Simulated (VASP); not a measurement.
Runs of VASP 6.6.1 on Si. The structure is that of space group P4/mbm (No. 127), or close to it. The cells are those of the table. 

```tsv
task	cell	k mesh	cutoff (eV)	gap on the mesh (eV)	pressure (GPa)	largest force (eV/Å)
single point	a = 6.360, b = 6.360, c = 2.544 Å, 6 atoms	4 × 4 × 8	520	none	0.0	0.03
relaxation of cell and atoms	relaxed from a = 6.360, b = 6.360, c = 2.544 Å, 6 atoms	6 × 6 × 14	600	-	0.0	-
single point	a = 5.847, b = 5.847, c = 2.317 Å, 6 atoms	4 × 4 × 8	520	none	(a)	0.01
single point	a = 6.360, b = 6.360, c = 2.543 Å, 6 atoms	6 × 6 × 14	520	none	-0.1	-
```

Alike in all rows: level PBE; potentials or basis VASP PAW PBE potentials, release 64 (Si); no spin polarisation; smearing gaussian 0.1 eV.

Problem. Fill in the values left out.

Solution. (a) 42.4.

Caveats: the bands computed are all filled at some k points, so no gap is given (some runs).

A gap of «none» marks levels without a gap at the run's occupations.
